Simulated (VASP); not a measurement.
Here is a VASP 6.6.1 calculation.

File POSCAR:

```
WSe2
1.0
    3.3143636114      0.0000000000      0.0000000000
   -1.6571818057      2.8703230849      0.0000000000
    0.0000000000      0.0000000000     33.3173520460
W Se
2 4
Direct
    0.0000000000      0.0000000000      0.0000000000
    0.0000000000      0.0000000000      0.5000000000
    0.3333333333      0.6666666667      0.0498515847
    0.3333333333      0.6666666667      0.5498515847
    0.3333333333      0.6666666667      0.4501484153
    0.3333333333      0.6666666667      0.9501484153
```

INCAR.step1

```
SYSTEM = WSe2
PREC = Accurate
ENCUT = 520
ISMEAR = 0
SIGMA = 0.05
LREAL = .False.
LASPH = .True.
NELM = 60
NBANDS = 35
GGA = PE
ALGO = Normal
EDIFF = 1E-4
LWAVE = .True.
LCHARG = .False.
```

The input INCAR.step2:

```
SYSTEM = WSe2
PREC = Accurate
ENCUT = 520
EDIFF = 1E-7
ISMEAR = 0
SIGMA = 0.05
LREAL = .False.
LASPH = .True.
NELM = 60
ALGO = Normal
ISIF = 2
LWAVE = .False.
LCHARG = .True.
METAGGA = R2SCAN
LMIXTAU = .True.
LELF = .True.
LVHAR = .True.
NBANDS = 35
ISTART = 1
```

KPOINTS

```
regular mesh
0
Gamma
  12 12 1
  0 0 0
```

Potentials or basis: VASP PAW PBE potentials, release 64 (W_sv, Se).

Run with:

```console
$ cat potpaw_PBE.64/W_sv/POTCAR potpaw_PBE.64/Se/POTCAR > POTCAR
$ cp INCAR.step1 INCAR
$ mpirun -np 1 vasp_std > vasp.out
$ cp INCAR.step2 INCAR
$ mpirun -np 1 vasp_std > vasp.out
```

Problem. What does it give for the largest force?

Solution. 0.045 eV/Å.

Problem. What does it give for the band gap on the k mesh?

Solution. 1.64 eV.

Forces in eV/Å, atoms in the order of the input:
```
W    0.000  0.000  0.000
W    0.000  0.000  0.000
Se   0.000  0.000  0.045
Se   0.000  0.000  0.045
Se   0.000  0.000 -0.045
Se   0.000  0.000 -0.045
```

Caveat: the PAW data sets were made with another functional, which shifts forces and pressure a little; spin-orbit coupling is left out, which moves the levels of the heavy elements.
